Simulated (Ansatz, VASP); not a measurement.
# Two plane-wave programs on C

```xyz
2
Lattice="1.2225 0.7058 3.3060 -1.2225 0.7058 3.3060 0.0000 -1.4116 3.3060" Properties=species:S:1:pos:R:3 pbc="T T T"
C     0.0000    0.0000    8.2659
C     0.0000    0.0000    1.6521
```

Alike in both runs: task relaxation of cell and atoms; functional LDA; k mesh 12 × 12 × 12; no spin polarisation.

|  | VASP | Ansatz |
| --- | --- | --- |
| version | VASP 6.6.1 | Ansatz 0.2.0 |
| potentials or method | VASP PAW LDA potentials, release 64 (C), cutoff 600 eV | scalar-relativistic, plane waves, PAW |
| occupations | gaussian, width 0.01 eV | fixed |
| valence electrons in the cell | 8 | 8 |

```csv
,VASP,Ansatz,Ansatz less VASP
"gap on the k mesh at the Fermi level, each at its own relaxed structure (eV)",0.77,0.73,-0.046
relaxed volume (Å³/atom),8.47,8.55,+0.083
relaxed cell length with the largest relative difference (Å),3.561,3.593,+0.0322
```

LDA's correlation is that of Perdew and Zunger in VASP and of Perdew and Wang (1992) in Ansatz.
